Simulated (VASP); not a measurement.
A run of VASP 6.6.1:

The input INCAR:

```
SYSTEM = SiNi
PREC     = Accurate       ! precision mode
ENCUT    = 690            ! plane-wave cutoff, eV
EDIFF    = 1E-6           ! SCF threshold, eV
ISMEAR   = -1             ! smearing method
SIGMA    = 0.05           ! smearing width, eV
LREAL    = .FALSE.        ! projectors in reciprocal space
LASPH    = .TRUE.         ! aspherical terms in the spheres
NELM     = 200            ! most SCF steps
ALGO     = Normal         ! electronic algorithm
ISIF     = 2              ! what is computed and relaxed
LWAVE    = .FALSE.        ! write WAVECAR
LCHARG   = .FALSE.        ! write CHGCAR
ISPIN    = 2              ! spin polarisation
MAGMOM   = 1 1 0 0        ! initial moments
LORBIT   = 11             ! projections on sites
LMAXMIX  = 4              ! l up to which the mixer works
GGA      = CA             ! functional
NBANDS   = 34             ! bands
GGA_COMPAT= .FALSE.
```

File KPOINTS:

```
regular mesh
0
G
  9 8 6
  0 0 0
```

The input POSCAR:

```
SiNi
1.0
    2.9262299618      0.0000000000      0.0000000000
    0.0000000000      3.2633725875      0.0000000000
    0.0000000000      0.0000000000      4.6228216781
Ni Si
2 2
Direct
    0.5000000000      0.5000000000      0.3430287291
    0.0000000000      0.0000000000      0.6569712709
    0.5000000000      0.5000000000      0.8409109805
    0.0000000000      0.0000000000      0.1590890195
```

Potentials or basis: VASP PAW LDA potentials, release 64 (Ni_sv_GW, Si).

The run is started by

```sh
$ cat potpaw_LDA.64/Ni_sv_GW/POTCAR potpaw_LDA.64/Si/POTCAR > POTCAR
$ mpirun -np 1 vasp_std > vasp.out
```

Hardware: 1 thread of Intel(R) Xeon(R) Platinum 8488C (Sapphire Rapids) (shared host).

How long does it take, and how much memory?

Run time: 6.6 min on 1 thread of Intel(R) Xeon(R) Platinum 8488C (Sapphire Rapids), with other jobs on the host, peak memory 0.43 GiB. Counts: scf iterations 15, k points 100.
